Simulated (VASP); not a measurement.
Wanted: the native input for a VASP 6.6.1 run.

| Property | Result |
| --- | --- |
| Task | electric field gradients |
| Functional | PBE |
| Potentials or basis | VASP PAW PBE potentials, release 64 (Sn_d, O) |
| Cutoff | 520 eV |
| k mesh | 4 × 4 × 6 |
| Occupations | fermi-dirac, width 0.03 eV |
| Spin | no spin polarisation |
| Dipole correction | no |
| Further INCAR settings | ALGO = Normal; EDIFF = 1e-08; NBANDS = 35 |

The structure of SnO2 lies in POSCAR:

```
SnO2
1.0
    4.7373500000      0.0000000000      0.0000000000
    0.0000000000      4.7373500000      0.0000000000
    0.0000000000      0.0000000000      3.2182640000
Sn O
2 4
Direct
    0.0000000000      0.0000000000      0.0000000000
    0.5000000000      0.5000000000      0.5000000000
    0.3056200000      0.3056200000      0.0000000000
    0.1943800000      0.8056200000      0.5000000000
    0.6943800000      0.6943800000      0.0000000000
    0.8056200000      0.1943800000      0.5000000000
```

This cell differs from its parent crystal: zz strain of +1 %.

These files were run (other wordings do the same):

INCAR

```
ALGO = Normal
EDIFF = 1E-8
ENCUT = 520
GGA = PE
ISIF = 2
ISMEAR = -1
LASPH = T
LCHARG = F
LEFG = T
LREAL = F
LWAVE = F
NBANDS = 35
NELM = 80
PREC = Accurate
SIGMA = 0.03
```

KPOINTS

```
k-points
0
Gamma
  4 4 6
```

Potentials or basis: VASP PAW PBE potentials, release 64 (Sn_d, O).

Command:

```bash
$ cat potpaw_PBE.64/Sn_d/POTCAR potpaw_PBE.64/O/POTCAR > POTCAR
$ mpirun -np 1 vasp_std > vasp.out
```

It gave:

```yaml
Pressure: 8.8 GPa
Largest_force: 0.027 eV/Å
Band_gap_on_the_k_mesh: 1.10 eV, direct
```

Caveat: the cell differs from its parent crystal (zz strain of +1 %); without QUAD_EFG the Cq values of the log hold for a quadrupole moment of 1 mb, not for the nuclei; spin-orbit coupling is left out, which moves the levels of the heavy elements.

It took 45 s on 1 thread of AMD EPYC 7R43 64-Core Processor (Zen 3), with other jobs on the host, peak memory 0.16 GiB.
